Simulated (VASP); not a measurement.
Set up this calculation in VASP 6.6.1, as the native input.

| Quantity | Value |
| --- | --- |
| Task | single point |
| Functional | PBE |
| Potentials or basis | VASP PAW PBE potentials, release 64 (B, I) |
| Cutoff | 520 eV |
| k mesh | 12 × 12 × 12 |
| Occupations | gaussian, width 0.1 eV |
| Spin | no spin polarisation |
| Dipole correction | no |
| Further INCAR settings | ALGO = Normal; EDIFF = 1e-06; NBANDS = 16 |

The structure of B3I lies in POSCAR:

```
B3I
1.0
    3.7771604151      0.0000000000      0.0000000000
    0.0000000000      3.7771604151      0.0000000000
    0.0000000000      0.0000000000      3.7771604151
B I
3 1
Direct
    0.0000000000      0.5000000000      0.5000000000
    0.5000000000      0.0000000000      0.5000000000
    0.5000000000      0.5000000000      0.0000000000
    0.0000000000      0.0000000000      0.0000000000
```

One way to write it, as run:

INCAR

```
SYSTEM = B3I
PREC = Accurate ; ENCUT = 520
EDIFF = 1E-6 ; ISMEAR = 0
SIGMA = 0.1 ; LREAL = .FALSE.
LASPH = .TRUE. ; NELM = 100
ALGO = Normal ; ISIF = 2
LWAVE = .FALSE. ; LCHARG = .FALSE.
GGA = PE ; NBANDS = 16
```

KPOINTS

```
Automatic mesh
0
G
  12 12 12
  0 0 0
```

Potentials or basis: VASP PAW PBE potentials, release 64 (B, I).

Launch:

```console
$ cat potpaw_PBE.64/B/POTCAR potpaw_PBE.64/I/POTCAR > POTCAR
$ mpirun -np 1 vasp_std > vasp.out
```

It gave:

The pressure is -0.1 GPa and the band gap on the k mesh is zero (band 8 reaches 9.58 eV, above the bottom of band 9 at 6.64 eV).

Caveat: spin-orbit coupling is left out, which moves the levels of the heavy elements.

Wall time 49 s on 1 thread of AMD EPYC 7R43 64-Core Processor (Zen 3), with other jobs on the host, peak memory 0.17 GiB.
